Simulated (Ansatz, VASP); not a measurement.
# Two plane-wave programs on Ga3As3N2

File INCAR:

```
SYSTEM = Ga3As3N2
PREC     = Accurate       ! precision mode
ENCUT    = 520            ! plane-wave cutoff, eV
EDIFF    = 1E-6           ! SCF threshold, eV
ISMEAR   = 0              ! smearing method
SIGMA    = 0.05           ! smearing width, eV
LREAL    = .FALSE.        ! projectors in reciprocal space
LASPH    = .TRUE.         ! aspherical terms in the spheres
NELM     = 120            ! most SCF steps
ALGO     = Normal         ! electronic algorithm
ISIF     = 2              ! what is computed and relaxed
LWAVE    = .FALSE.        ! write WAVECAR
LCHARG   = .TRUE.         ! write CHGCAR
LDIPOL   = .TRUE.       
IDIPOL   = 3            
DIPOL    = 0.5 0.5 0.331
GGA      = PE             ! functional
IVDW     = 12             ! dispersion correction
LELF     = .TRUE.         ! ELF
LVHAR    = .TRUE.       
LVACPOTAV= .TRUE.       
NBANDS   = 57             ! bands
GGA_COMPAT= .FALSE.      
NELMDL   = -8
```

Contents of KPOINTS:

```
Automatic mesh
0
G
  7 5 1
  0 0 0
```

POSCAR

```
Ga3As3N2
1.0
    4.0137031116      0.0000000000      0.0000000000
    0.0000000000      5.6762333758      0.0000000000
    0.0000000000      0.0000000000     22.8852699092
Ga As N
3 3 2
Direct
    0.5000000000      0.5000000000      0.1747849169
    0.0000000000      0.0653835254      0.2732733389
    0.5000000000      0.4894639615      0.3292030243
    0.0000000000      0.2500000000      0.1747849169
    0.5000000000      0.8102208702      0.2554204538
    0.0000000000      0.2887573197      0.3664046761
    0.0000000000      0.7887573197      0.5149718555
    0.0000000000      0.7887573197      0.5630377077
```

Input for Ansatz:

```yaml
crystal:
  lattice:
    - [4.0137031116, 0.0, 0.0]
    - [0.0, 5.6762333758, 0.0]
    - [0.0, 0.0, 22.8852699092]
  atoms:
    - { symbol: Ga, position: [0.5, 0.5, 0.1747849169] }
    - { symbol: As, position: [0.0, 0.25, 0.1747849169] }
    - { symbol: Ga, position: [0.0, 0.0653835254, 0.2732733389] }
    - { symbol: As, position: [0.5, 0.8102208702, 0.2554204538] }
    - { symbol: Ga, position: [0.5, 0.4894639615, 0.3292030243] }
    - { symbol: As, position: [0.0, 0.2887573197, 0.3664046761] }
    - { symbol: "N", position: [0.0, 0.7887573197, 0.5149718555] }
    - { symbol: "N", position: [0.0, 0.7887573197, 0.5630377077] }
basis:
  ecutwfc: 420
kpoints:
  mp_grid: { grid: [7, 5, 1] }
hamiltonian:
  xc: pbe
  pseudopotentials: { kind: paw, azcp: { folder: soft_1 } }
  dispersion: d3bj
scf:
  occupations: { method: gaussian, width: 0.05 }
output:
  forces: true
  eigenvalues: true
efield:
  axis: 3
  dipole_correction: true
  ramp_width: 0.04
```

Alike in both runs: task single point; functional PBE; dispersion D3(BJ); k mesh 7 × 5 × 1; occupations gaussian, width 0.05 eV; no spin polarisation.

```csv
,VASP,Ansatz
version,VASP 6.6.1,Ansatz 0.2.0
potentials or method,"VASP PAW PBE potentials, release 64 (Ga_d, As_d, N), cutoff 520 eV","scalar-relativistic, plane waves, PAW"
valence electrons in the cell,94,94
```

```csv
,VASP,Ansatz,Ansatz less VASP
gap on the k mesh at the Fermi level (eV),0.40,0.41,+0.003
least direct gap on the mesh (eV),0.75,0.76,+0.003
rms of the force components (eV/Å),0.690,0.330,-0.3603
```

One of these differences is far larger than is usual between the two programs; its cause wasn't traced.

Noted on VASP's run: the standard files for N, O and F lose accuracy on very short bonds.
